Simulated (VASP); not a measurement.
Here is a VASP 6.6.1 calculation.

INCAR

```
SYSTEM = Ni3Ge
PREC = Accurate
ENCUT = 520
EDIFF = 1E-6
ISMEAR = 0
SIGMA = 0.1
LREAL = .FALSE.
LASPH = .TRUE.
NELM = 80
ALGO = Normal
ISIF = 2
LWAVE = .FALSE.
LCHARG = .FALSE.
GGA = PS
NBANDS = 30
```

The input KPOINTS:

```
regular mesh
0
G
  12 12 12
  0 0 0
```

The input POSCAR:

```
Ni3Ge
1.0
    3.5249142963      0.0000000000      0.0000000000
    0.0000000000      3.5249142963      0.0000000000
    0.0000000000      0.0000000000      3.5249142963
Ni Ge
3 1
Direct
    0.5000000000      0.0000000000      0.5000000000
    0.0000000000      0.5000000000      0.5000000000
    0.5000000000      0.5000000000      0.0000000000
    0.0000000000      0.0000000000      0.0000000000
```

Potentials or basis: VASP PAW PBE potentials, release 64 (Ni, Ge_d).

Command:

```console
$ cat potpaw_PBE.64/Ni/POTCAR potpaw_PBE.64/Ge_d/POTCAR > POTCAR
$ mpirun -np 1 vasp_std > vasp.out
```

(1) Estimate the band gap on the k mesh.

(2) Estimate the pressure.

## Answers

(1) zero (bands 22 and 23 overlap by 0.23 eV).

(2) 0.4 GPa.

Caveat: the PAW data sets were made with another functional, which shifts forces and pressure a little.
